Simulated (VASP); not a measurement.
# Pt (Fm-3m) in VASP: single point with PBE

Aim: the single point of Pt with PBE.

Everything below comes from runs of VASP 6.6.1. Logs are shortened: lines on timing, memory, paths and dates and some standing lists are left out, and cuts for length are marked.

## 1. The cell of the first run

It takes space group Fm-3m (No. 225, cubic). Conventional cell: a = 3.971 Å, b = 3.971 Å, c = 3.971 Å, α = 90.00°, β = 90.00°, γ = 90.00°. Pt (site symmetry m-3m) has 12 Pt at 2.81 Å within 3.7 Å.

## 2. Single point, PBE

Input file INCAR:

```
PREC = Accurate ; ENCUT = 520
EDIFF = 1E-7 ; ISMEAR = -1
SIGMA = 0.08 ; LREAL = False
LASPH = True ; NELM = 100
ALGO = Normal ; ISIF = 2
LWAVE = False ; LCHARG = False
GGA = PE ; NBANDS = 22
```

Input file KPOINTS:

```
regular mesh
0
Gamma
  13 13 5
```

Input file POSCAR:

```
Pt
1.0
    0.0000000000      1.9855579641     -1.9855579641
   -1.9855579641      0.0000000000      1.9855579641
    3.9711159282      3.9711159282      3.9711159282
Pt
3
Direct
    0.0000000000      0.0000000000      0.0000000000
    0.3333333330      0.6666666670      0.3333333330
    0.6666666670      0.3333333330      0.6666666670
```

Potentials or basis: VASP PAW PBE potentials, release 64 (Pt).

Started as:

```bash
> cat potpaw_PBE.64/Pt/POTCAR > POTCAR
> mpirun -np 1 vasp_std > vasp.out
```

OUTCAR:

```text
PREC = Accurate
   ENCUT = 520
   EDIFF = 1E-7
   ISMEAR = -1
   LREAL = False
   LASPH = True
   NELM = 100
   ISIF = 2
   GGA = PE

 ion  position               nearest neighbor table
   1  0.000  0.000  0.000-   2 2.81   3 2.81   3 2.81   2 2.81   3 2.81   2 2.81
   2  0.333  0.667  0.333-   1 2.81   1 2.81   1 2.81   3 2.81   3 2.81   3 2.81
   3  0.667  0.333  0.667-   1 2.81   1 2.81   1 2.81   2 2.81   2 2.81   2 2.81

  LATTYP: Found a hexagonal cell.
 ALAT       =     2.8080030017
 C/A-ratio  =     2.4494897428

  Lattice vectors:

 A1 = (   0.0000000000,   1.9855579641,  -1.9855579641)
 A2 = (  -1.9855579641,   0.0000000000,   1.9855579641)
 A3 = (   3.9711159282,   3.9711159282,   3.9711159282)

Analysis of symmetry for initial positions (statically):
=====================================================================
 Subroutine PRICEL returns following result:

  LATTYP: Found a face centered cubic cell.
 ALAT       =     3.9711159242

  Lattice vectors:

 A1 = (   1.9855579621,   1.9855579621,   0.0000000000)
 A2 = (  -0.0000000020,   1.9855579621,   1.9855579641)
 A3 = (   1.9855579681,   0.0000000040,   1.9855579641)

   3 primitive cells build up your supercell.

 Routine SETGRP: Setting up the symmetry group for a
 hexagonal supercell.

 Subroutine GETGRP returns: Found 12 space group operations
 (whereof 12 operations were pure point group operations)
 out of a pool of 24 trial point group operations.

The static configuration has the point symmetry D_3d.

Analysis of symmetry for dynamics (positions and initial velocities):
=====================================================================
 Subroutine PRICEL returns following result:

  LATTYP: Found a face centered cubic cell.
 ALAT       =     3.9711159242

  Lattice vectors:

 A1 = (   1.9855579621,   1.9855579621,   0.0000000000)
 A2 = (  -0.0000000020,   1.9855579621,   1.9855579641)
 A3 = (   1.9855579681,   0.0000000040,   1.9855579641)

   3 primitive cells build up your supercell.

 Routine SETGRP: Setting up the symmetry group for a
 hexagonal supercell.

 Subroutine GETGRP returns: Found 12 space group operations
 (whereof 12 operations were pure point group operations)
 out of a pool of 24 trial point group operations.

The dynamic configuration has the point symmetry D_3d.

 Subroutine INISYM returns: Found 12 space group operations
 (whereof 12 operations are pure point group operations),
 and found     3 'primitive' translations

----------------------------------------------------------------------------------------

                                     Primitive cell

  volume of cell :      15.6559

  direct lattice vectors                    reciprocal lattice vectors
     1.985557962  1.985557962  0.000000000     0.251818385  0.251818386 -0.251818386
    -0.000000002  1.985557962  1.985557964    -0.251818385  0.251818385  0.251818385
     1.985557968  0.000000004  1.985557964     0.251818385 -0.251818385  0.251818385

  length of vectors
     2.808002999  2.808003000  2.808003005     0.436162238  0.436162237  0.436162237

  position of ions in fractional coordinates (direct lattice)
     0.000000000  0.000000000  0.000000000

  ion indices of the primitive-cell ions
   primitive index   ion index
                 1           1

----------------------------------------------------------------------------------------

 KPOINTS: regular mesh

Automatic generation of k-mesh.
 Grid dimensions read from file:
 generate k-points for:   13   13    5

 Generating k-lattice:

  Cartesian coordinates                     Fractional coordinates (reciprocal lattice)
    -0.012913763  0.025827527 -0.012913763     0.076923077  0.000000000  0.000000000
    -0.025827527  0.012913763  0.012913763     0.000000000  0.076923077  0.000000000
     0.016787892  0.016787892  0.016787892     0.000000000  0.000000000  0.200000000

  Length of vectors
     0.031632131  0.031632131  0.029077482

  Shift w.r.t. Gamma in fractional coordinates (k-lattice)
     0.000000000  0.000000000  0.000000000

 Subroutine IBZKPT returns following result:
 ===========================================

 Found     91 irreducible k-points:

 Following reciprocal coordinates:
            Coordinates               Weight
  0.000000  0.000000  0.000000      1.000000
  0.076923  0.000000  0.000000      6.000000
  0.153846  0.000000  0.000000      6.000000
  0.230769  0.000000  0.000000      6.000000
  0.307692  0.000000  0.000000      6.000000
  0.384615  0.000000  0.000000      6.000000
[... 16 lines left out ...]
  0.076923  0.000000  0.200000      6.000000
  0.000000  0.076923  0.200000      6.000000
 [... further k-points ...]
   k-points           NKPTS =     91   k-points in BZ     NKDIM =     91   number of bands    NBANDS=     22
   number of dos      NEDOS =    301   number of ions     NIONS =      3
   total plane-waves  NPLWV =  31104
   dimension x,y,z NGX =    24 NGY =   24 NGZ =   54
   dimension x,y,z NGXF=    48 NGYF=   48 NGZF=  108
   ions per type =               3
   NGX,Y,Z   is equivalent  to a cutoff of  14.21, 14.21, 13.05 a.u.
   NGXF,Y,Z  is equivalent  to a cutoff of  28.42, 28.42, 26.10 a.u.
 SYSTEM =  unknown system
   PREC   = accura    normal or accurate (medium, high low for compatibility)
   ISTART =      0    job   : 0-new  1-cont  2-samecut
   ICHARG =      2    charge: 1-file 2-atom 10-const
   ISPIN  =      1    spin polarized calculation?
   LNONCOLLINEAR =      F non collinear calculations
   LSORBIT =      F    spin-orbit coupling
   LASPH  =      T    aspherical Exc in radial PAW
   ENCUT  =  520.0 eV  38.22 Ry    6.18 a.u.   5.22  5.22 12.79*2*pi/ulx,y,z
   NELM   =    100;   NELMIN=  2; NELMDL= -5     # of ELM steps
   EDIFF  = 0.1E-06   stopping-criterion for ELM
   LREAL  =      F    real-space projection
   EDIFFG = 0.1E-05   stopping-criterion for IOM
   NSW    =      0    number of steps for IOM
   IBRION =     -1    ionic relax: 0-MD 1-quasi-New 2-CG
   NFREE  =      0    steps in history (QN), initial steepest desc. (CG)
   ISIF   =      2    stress and relaxation
   ISYM   =      2    0-nonsym 1-usesym 2-fastsym
   POTIM  = 0.5000    time-step for ionic-motion
   TEBEG  =    0.0;   TEEND  =   0.0 temperature during run
   PSTRESS=    0.0 pullay stress
   NELECT =      30.0000    total number of electrons
   NUPDOWN=      -1.0000    fix difference up-down
   EMIN   =  10.00;   EMAX   =-10.00  energy-range for DOS
   EFERMI =   0.00;   METHOD = LEGACY
   ISMEAR =    -1;   SIGMA  =   0.08  broadening in eV -4-tet -1-fermi 0-gaus
   EFERMI_NEDOS =   21; number of points for ismear=-14 and -15
   IALGO  =     38    algorithm
   IMIX   =      4    mixing-type and parameters
     AMIX     =   0.40;   BMIX     =  1.00
     AMIX_MAG =   1.60;   BMIX_MAG =  1.00
  volume/ion in A,a.u.               =      15.66       105.65
  Fermi-wavevector in a.u.,A,eV,Ry     =   1.409880  2.664288 27.045153  1.987763
  Thomas-Fermi vector in A             =   2.531891
   LORBIT       =      0    0 simple, 1 ext, 2 COOP (PROOUT), +10 PAW based schemes
   GGA     = PE    functional components
   LHFCALC =     F    Hartree Fock is set to
   AEXX    =    0.0000 exact exchange contribution
   IVDW    =     0    specifies the selected vdW correction
   LEPSILON=     F    determine dielectric tensor
   LRPA    =     F    only Hartree local field effects (RPA)
 non-spin polarized calculation
  energy-cutoff  :      520.00
  volume of cell :       46.97
 maximum number of plane-waves:      1285
 NGX is ok and might be reduce to    24
   NGX = 11   NGY = 11   NGZ = 25

 number of electron      29.9999998 magnetization

 Free energy of the ion-electron system (eV)
  ---------------------------------------------------
  ext. energy  EPLUGINS =         0.00000000
  ---------------------------------------------------
  free energy    TOTEN  =       -18.34658988 eV

  energy without entropy =      -18.22433418  energy(sigma->0) =      -18.28546203

 E-fermi :  10.5544     XC(G=0): -13.2674

 val. band max:       10.5533650509   @ k =   0.3077   0.2308   0.2000
 cond. band min:      10.5548766071   @ k =   0.3077   0.2308   0.4000
 fundamental gap:      0.0015115562
 Fermi energy:        10.5543559171

 k-point     1 :       0.0000    0.0000    0.0000
  band No.  band energies     occupation
      1       0.7579      2.00000
      2       3.4260      2.00000
      3       3.4260      2.00000
      4       6.9923      2.00000
      5       6.9929      2.00000
      6       6.9929      2.00000
[... 14 lines left out ...]
     21      25.2980      0.00000
     22      25.9749      0.00000

 k-point     2 :       0.0769    0.0000    0.0000
  band No.  band energies     occupation
      1       0.9617      2.00000
      2       3.6150      2.00000
      3       3.6255      2.00000
      4       6.8936      2.00000
      5       7.0362      2.00000
      6       7.0490      2.00000
[... 14 lines left out ...]
     21      25.6051      0.00000
     22      26.1869      0.00000

 k-point     3 :       0.1538    0.0000    0.0000
  band No.  band energies     occupation
      1       1.5453      2.00000
      2       4.0825      2.00000
      3       4.1916      2.00000
      4       6.3246      2.00000
      5       6.5667      2.00000
      6       6.6481      2.00000
[... 14 lines left out ...]
     21      25.7980      0.00000
     22      26.3838      0.00000
[... 476 lines left out ...]
 k-point    23 :       0.0769    0.0000    0.2000
  band No.  band energies     occupation
      1       1.1326      2.00000
      2       3.1215      2.00000
      3       3.7762      2.00000
      4       6.5382      2.00000
      5       6.7596      2.00000
      6       6.8855      2.00000
[... 14 lines left out ...]
     21      25.5518      0.00000
     22      25.8665      0.00000

 k-point    24 :       0.0000    0.0769    0.2000
  band No.  band energies     occupation
      1       1.1304      2.00000
      2       3.1157      2.00000
      3       3.7850      2.00000
      4       6.4899      2.00000
      5       6.8230      2.00000
      6       6.9251      2.00000
[... 14 lines left out ...]
     21      25.5381      0.00000
     22      25.8466      0.00000

 [... further k-points ...]

------------------------ aborting loop because EDIFF is reached ----------------------------------------

  FORCE on cell =-STRESS in cart. coord.  units (eV):
  Direction    XX          YY          ZZ          XY          YZ          ZX
  --------------------------------------------------------------------------------------
  -------------------------------------------------------------------------------------
  Total       -0.1396352     -0.1396352     -0.1396352     -0.0361973     -0.0361973     -0.0361973
  in kB       -4.7632853     -4.7632853     -4.7632853     -1.2347749     -1.2347749     -1.2347749
  external PRESSURE =      -4.7632853 kB  Pullay stress =       0.0000000 kB

 VOLUME and BASIS-vectors are now :
 -----------------------------------------------------------------------------
  energy-cutoff  :      520.00
  volume of cell :       46.97
      direct lattice vectors                 reciprocal lattice vectors
     0.000000000  1.985557964 -1.985557964    -0.167878923  0.335757847 -0.167878923
    -1.985557964  0.000000000  1.985557964    -0.335757847  0.167878923  0.167878923
     3.971115928  3.971115928  3.971115928     0.083939462  0.083939462  0.083939462

 POSITION                                       TOTAL-FORCE (eV/Angst)
 -----------------------------------------------------------------------------------
      0.00000      0.00000      0.00000         0.000000      0.000000     -0.000000
     -0.00000      1.98556      1.98556        -0.000000      0.000000      0.000000
      1.98556      3.97112      1.98556        -0.000000     -0.000000     -0.000000
 -----------------------------------------------------------------------------------
    total drift:                               -0.000000     -0.000000     -0.000000

  FREE ENERGIE OF THE ION-ELECTRON SYSTEM (eV)
  ---------------------------------------------------
  free  energy   TOTEN  =       -18.3465898769 eV

  energy  without entropy=      -18.2243341839  energy(sigma->0) =      -18.28546203
```

It took 79 s on 1 thread of Intel Xeon Platinum 8259CL at 2.50GHz (Skylake/Cascade Lake), shared host; peak memory 0.22 GiB.

What came out:

```
Free energy            : -18.3466 eV
Pressure               : -0.5 GPa
Band gap on the k mesh : zero (bands 15 and 16 overlap by 1.67 eV)
```

Levels at points of the mesh, in eV from the Fermi level:
```tsv
k point	band 11	band 12	band 13	band 14	band 15	band 16	band 17	band 18	band 19	band 20
(0.00, 0.00, 0.00)	-3.07	-3.07	-1.54	-1.54	-0.78	-0.78	-0.78	-0.78	10.05	10.05
```

Caveat: spin-orbit coupling is left out, which moves the levels of the heavy elements.
